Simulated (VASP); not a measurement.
Input of a VASP 6.6.1 run:

INCAR

```
PREC     = Accurate       # precision mode
ENCUT    = 600            # plane-wave cutoff, eV
EDIFF    = 1E-6           # SCF threshold, eV
ISMEAR   = 0              # smearing method
SIGMA    = 0.1            # smearing width, eV
LREAL    = F              # projectors in reciprocal space
LASPH    = T              # aspherical terms in the spheres
NELM     = 80             # most SCF steps
ALGO     = Fast           # electronic algorithm
ISIF     = 3              # what is computed and relaxed
LWAVE    = F              # write WAVECAR
LCHARG   = F              # write CHGCAR
GGA      = PE             # functional
IBRION   = 2              # ionic algorithm
NSW      = 90             # ionic steps
EDIFFG   = -0.04          # ionic threshold
```

KPOINTS

```
regular mesh
0
Gamma
  4 4 4
```

Contents of POSCAR:

```
HfTe2W2
1.0
    4.0766258923      0.0000000000      0.0000000000
    0.0000000000      4.0766258923      0.0000000000
    0.0000000000      0.0000000000      7.1633508599
Hf Te W
1 2 2
Direct
    0.5000000000      0.5000000000      0.7885899440
    0.5000000000      0.0000000000      0.4647011962
    0.0000000000      0.5000000000      0.4647011962
    0.5000000000      0.0000000000      0.0717655018
    0.0000000000      0.5000000000      0.0717655018
```

Potentials or basis: VASP PAW PBE potentials, release 64 (Hf_pv, Te, W_sv).

Run with:

```bash
$ cat potpaw_PBE.64/Hf_pv/POTCAR potpaw_PBE.64/Te/POTCAR potpaw_PBE.64/W_sv/POTCAR > POTCAR
$ mpirun -np 1 vasp_std > vasp.out
```

(1) Predict the relaxed cell.

(2) What does it give for the space group after relaxing (to 0.05 Å)?

(3) What does it give for the relaxed volume?

(4) Predict the band gap on the k mesh.

Answers

(1) a = 4.079 Å, b = 4.079 Å, c = 7.131 Å, α = 90.00°, β = 90.00°, γ = 90.00°.

(2) P4mm (No. 99).

(3) 23.73 Å³/atom.

(4) zero (band 25 reaches 9.14 eV, above the bottom of band 26 at 7.11 eV).

Caveat: the k points lie up to 0.39 Å⁻¹ apart in the final cell; spin-orbit coupling is left out, which moves the levels of the heavy elements.
